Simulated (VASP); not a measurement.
# Rh (Cmcm) in VASP: further runs

Runs on Rh. Level: LDA. Tasks: single point.

Program: VASP 6.6.1. These are calculated values, not measurements. Logs are shortened: lines on timing, memory, paths and dates and some standing lists are left out, and cuts for length are marked.

### Step 1. The cell of the first run

The structure is orthorhombic, space group Cmcm (No. 63). Conventional cell: a = 2.852 Å, b = 3.928 Å, c = 9.302 Å, α = 90.00°, β = 90.00°, γ = 90.00°. Within 3.2 Å of Rh (site symmetry 2/m) lie 12 Rh at 2.43 to 2.85 Å. Rh (site symmetry m2m) has 12 Rh at 2.43 to 2.85 Å within 3.2 Å.

### Step 2. Single point, LDA

INCAR reads:

```
PREC = Accurate ; ENCUT = 520
EDIFF = 1E-6 ; ISMEAR = 0
SIGMA = 0.15 ; LREAL = False
LASPH = True ; NELM = 80
ALGO = Fast ; ISIF = 2
LWAVE = False ; LCHARG = False
GGA = CA ; NBANDS = 38
```

KPOINTS reads:

```
Automatic mesh
0
Gamma
  18 18 6
```

POSCAR reads:

```
Rh
1.0
    2.8521676970      0.0000000000      0.0000000000
   -1.4260838485      1.9637740678      0.0000000000
    0.0000000000      0.0000000000      9.3021638489
Rh
4
Direct
    0.0000000000      0.0000000000      0.0000000000
    0.3333333333      0.6666666667      0.2500000000
    0.0000000000      0.0000000000      0.5000000000
    0.6666666667      0.3333333333      0.7500000000
```

Potentials or basis: VASP PAW LDA potentials, release 64 (Rh_pv).

The run is started by

```sh
$ cat potpaw_LDA.64/Rh_pv/POTCAR > POTCAR
$ mpirun -np 1 vasp_std > vasp.out
```

OUTCAR:

```text
PREC = Accurate
   ENCUT = 520
   EDIFF = 1E-6
   ISMEAR = 0
   LREAL = False
   LASPH = True
   NELM = 80
   ISIF = 2
   GGA = CA

 ion  position               nearest neighbor table
   1  0.000  0.000  0.000-   2 2.67   4 2.67   4 2.81   2 2.81   4 2.81   2 2.81
   2  0.333  0.667  0.250-   1 2.67   3 2.67   1 2.81   3 2.81   1 2.81   3 2.81
   3  0.000  0.000  0.500-   2 2.67   4 2.67   4 2.81   2 2.81   4 2.81   2 2.81
   4  0.667  0.333  0.750-   1 2.67   3 2.67   1 2.81   3 2.81   1 2.81   3 2.81

  Warning from LATTYP: Monoclinic adjustment (A1->A3, A2->A1, A3->A2)!
  LATTYP: Found a base centered orthorhombic cell.
 ALAT       =     2.8521676970
 B/A-ratio  =     1.3770396950
 C/A-ratio  =     3.2614365062

  Lattice vectors:

 A1 = (   1.4260838485,  -1.9637740678,   0.0000000000)
 A2 = (   1.4260838485,   1.9637740678,   0.0000000000)
 A3 = (   0.0000000000,   0.0000000000,   9.3021638489)

Analysis of symmetry for initial positions (statically):
=====================================================================
 Subroutine PRICEL returns:
 Original cell was already a primitive cell.

 Routine SETGRP: Setting up the symmetry group for a
 base centered orthorhombic supercell.

 Subroutine GETGRP returns: Found  8 space group operations
 (whereof  4 operations were pure point group operations)
 out of a pool of  8 trial point group operations.

The static configuration has the point symmetry C_2h.
 The point group associated with its full space group is D_2h.

Analysis of symmetry for dynamics (positions and initial velocities):
=====================================================================
 Subroutine PRICEL returns:
 Original cell was already a primitive cell.

 Routine SETGRP: Setting up the symmetry group for a
 base centered orthorhombic supercell.

 Subroutine GETGRP returns: Found  8 space group operations
 (whereof  4 operations were pure point group operations)
 out of a pool of  8 trial point group operations.

The dynamic configuration has the point symmetry C_2h.
 The point group associated with its full space group is D_2h.

 Subroutine INISYM returns: Found  8 space group operations
 (whereof  4 operations are pure point group operations),
 and found     1 'primitive' translations

----------------------------------------------------------------------------------------

                                     Primitive cell

  volume of cell :      52.1015

[... 93 lines left out ...]
   LREAL  =      F    real-space projection
   EDIFFG = 0.1E-04   stopping-criterion for IOM
   NSW    =      0    number of steps for IOM
   IBRION =     -1    ionic relax: 0-MD 1-quasi-New 2-CG
   NFREE  =      0    steps in history (QN), initial steepest desc. (CG)
   ISIF   =      2    stress and relaxation
   ISYM   =      2    0-nonsym 1-usesym 2-fastsym
   POTIM  = 0.5000    time-step for ionic-motion
   TEBEG  =    0.0;   TEEND  =   0.0 temperature during run
   PSTRESS=    0.0 pullay stress
   NELECT =      60.0000    total number of electrons
   NUPDOWN=      -1.0000    fix difference up-down
   EMIN   =  10.00;   EMAX   =-10.00  energy-range for DOS
   EFERMI =   0.00;   METHOD = LEGACY
   ISMEAR =     0;   SIGMA  =   0.15  broadening in eV -4-tet -1-fermi 0-gaus
   EFERMI_NEDOS =   21; number of points for ismear=-14 and -15
   IALGO  =     68    algorithm
   IMIX   =      4    mixing-type and parameters
     AMIX     =   0.40;   BMIX     =  1.00
     AMIX_MAG =   1.60;   BMIX_MAG =  1.00
  volume/ion in A,a.u.               =      13.03        87.90
  Fermi-wavevector in a.u.,A,eV,Ry     =   1.715965  3.242703 40.062837  2.944535
  Thomas-Fermi vector in A             =   2.793239
   LORBIT       =      0    0 simple, 1 ext, 2 COOP (PROOUT), +10 PAW based schemes
   GGA     = CA    functional components
   LHFCALC =     F    Hartree Fock is set to
   AEXX    =    0.0000 exact exchange contribution
   IVDW    =     0    specifies the selected vdW correction
   LEPSILON=     F    determine dielectric tensor
   LRPA    =     F    only Hartree local field effects (RPA)
 non-spin polarized calculation
 RMM-DIIS sequential band-by-band and
 Gauss-broadening in eV      SIGMA  =   0.15
  energy-cutoff  :      520.00
  volume of cell :       52.10
 maximum number of plane-waves:      1437
 NGX is ok and might be reduce to    24
   NGX = 11   NGY =  9   NGZ = 35

 number of electron      59.9999989 magnetization

 Free energy of the ion-electron system (eV)
  ---------------------------------------------------
  ext. energy  EPLUGINS =         0.00000000
  ---------------------------------------------------
  free energy    TOTEN  =       -32.44561213 eV

  energy without entropy =      -32.37309294  energy(sigma->0) =      -32.40935254

 E-fermi :  12.6929     XC(G=0): -14.6533

 val. band max:       12.6917034472   @ k =   0.1667   0.0000   0.0000
 cond. band min:      12.6944601480   @ k =  -0.3889   0.0556   0.3333
 fundamental gap:      0.0027567008
 Fermi energy:        12.6928823524

 k-point     1 :       0.0000    0.0000    0.0000
  band No.  band energies     occupation
      1     -34.1692      2.00000
      2     -33.8530      2.00000
      3     -33.8309      2.00000
      4     -33.4992      2.00000
      5     -33.4207      2.00000
      6     -33.3989      2.00000
[... 973 lines left out ...]
     37      20.0405      0.00000
     38      26.3385      0.00000

 [... further k-points ...]

------------------------ aborting loop because EDIFF is reached ----------------------------------------

  FORCE on cell =-STRESS in cart. coord.  units (eV):
  Direction    XX          YY          ZZ          XY          YZ          ZX
  --------------------------------------------------------------------------------------
  -------------------------------------------------------------------------------------
  Total        3.9616465     25.2916226     -5.6537751      0.0000000      0.0000000      0.0000000
  in kB      121.8248104    777.7440779   -173.8595490      0.0000000      0.0000000      0.0000000
  external PRESSURE =     241.9031131 kB  Pullay stress =       0.0000000 kB

 VOLUME and BASIS-vectors are now :
 -----------------------------------------------------------------------------
  energy-cutoff  :      520.00
  volume of cell :       52.10
      direct lattice vectors                 reciprocal lattice vectors
     2.852167697  0.000000000  0.000000000     0.350610520  0.254611774  0.000000000
    -1.426083849  1.963774068  0.000000000     0.000000000  0.509223549  0.000000000
     0.000000000  0.000000000  9.302163849     0.000000000  0.000000000  0.107501869

 POSITION                                       TOTAL-FORCE (eV/Angst)
 -----------------------------------------------------------------------------------
      0.00000      0.00000      0.00000         0.000000      0.000000      0.000000
     -0.00000      1.30918      2.32554        -0.000000      0.355710      0.000000
      0.00000      0.00000      4.65108         0.000000      0.000000      0.000000
      1.42608      0.65459      6.97662         0.000000     -0.355710     -0.000000
 -----------------------------------------------------------------------------------
    total drift:                               -0.000000      0.000000      0.000000

  FREE ENERGIE OF THE ION-ELECTRON SYSTEM (eV)
  ---------------------------------------------------
  free  energy   TOTEN  =       -32.4456121346 eV

  energy  without entropy=      -32.3730929380  energy(sigma->0) =      -32.40935254
```

Wall time 18 min (1 thread of Oxide Virtual Turin-like, shared host); peak memory 0.5 GiB.

Results:

* Free energy: -32.4456 eV
* Pressure: 24.2 GPa
* Largest force: 0.356 eV/Å
* Band gap on the k mesh: zero (bands 30 and 31 overlap by 3.74 eV)

Forces in eV/Å, atoms in the order of the input:
```
Rh   0.000  0.000  0.000
Rh   0.000  0.356  0.000
Rh   0.000  0.000  0.000
Rh   0.000 -0.356  0.000
```

Caveat: the cell differs from its parent crystal (strain +e along x and -e along y +0.1100, strain +e along z and -e/2 along x and y +0.0733); the cell stands under pressure.

(Part 1 of 2 ends here.)
